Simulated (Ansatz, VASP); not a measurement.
**Two plane-wave programs on SbC2**

```
Sb C
1.0
     3.99620    0.00000    0.00000
     0.00000    3.99620    0.00000
     0.00000    0.00000    5.75299
Sb C
2 4
Cartesian
  0.0000 0.0000 0.0000
  1.9981 1.9981 2.8765
  0.0000 1.9981 1.1679
  0.0000 1.9981 4.0444
  1.9981 0.0000 1.7086
  1.9981 0.0000 4.5851
```

Alike in both runs: task single point; functional PBE; k mesh 4 × 4 × 4; occupations gaussian, width 0.1 eV; no spin polarisation.

|  | VASP | Ansatz |
| --- | --- | --- |
| version | VASP 6.6.1 | Ansatz 0.2.0 |
| potentials or method | VASP PAW PBE potentials, release 64 (Sb, C), cutoff 520 eV | scalar-relativistic, plane waves, PAW |
| valence electrons in the cell | 26 | 46 |

Ansatz gave:

* gap on the k mesh at the Fermi level (eV): none
* pressure (GPa): -9.1
* traceless stress, the component that is largest in VASP (GPa): -1.22
* rms of the force components (eV/Å): 0.159

Task: What did VASP give for the same quantities?

Result: gap on the k mesh at the Fermi level (eV): none; pressure (GPa): -9.1; traceless stress, the component that is largest in VASP (GPa): -1.28; rms of the force components (eV/Å): 0.169.

Atom by atom the forces differ by 0.009 eV/Å (rms over components). A gap of «none» marks a metal or a gap that the smearing closes. VASP's potentials hold 26 valence electrons a cell and Ansatz's 46, so a difference there can come from the potentials and not from the codes.

The k mesh is coarse, so the values compare programs but aren't converged. Spin-orbit coupling is off throughout.
